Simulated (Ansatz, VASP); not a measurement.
Two plane-wave programs on TiTe2

```xyz
3
Lattice="0.0000 3.5076 3.5076 3.5076 0.0000 3.5076 3.5076 3.5076 0.0000" Properties=species:S:1:pos:R:3 pbc="T T T"
Ti    0.0000    0.0000    0.0000
Te    1.7538    1.7538    1.7538
Te    5.2614    5.2614    5.2614
```

Alike in both runs: task single point; functional r2SCAN; k mesh 6 × 6 × 6; occupations fermi-dirac, width 0.02 eV; no spin polarisation.

|  | VASP | Ansatz |
| --- | --- | --- |
| version | VASP 6.6.1 | Ansatz 0.2.0 |
| potentials or method | VASP PAW PBE potentials, release 64 (Ti_sv, Te) | plane waves, PAW |
| plane-wave cutoff (eV) | 520 | 500 |
| valence electrons in the cell | 24 | 44 |

```tsv
	VASP	Ansatz	Ansatz less VASP
pressure (GPa)	-3.0	-3.1	-0.09
```

VASP's potentials were made for PBE, not for r2SCAN. With one functional, cell and mesh, what is left measures potentials, basis and numerics. VASP's potentials hold 24 valence electrons a cell and Ansatz's 44, so a difference there can come from the potentials and not from the codes.

Spin-orbit coupling is off throughout.
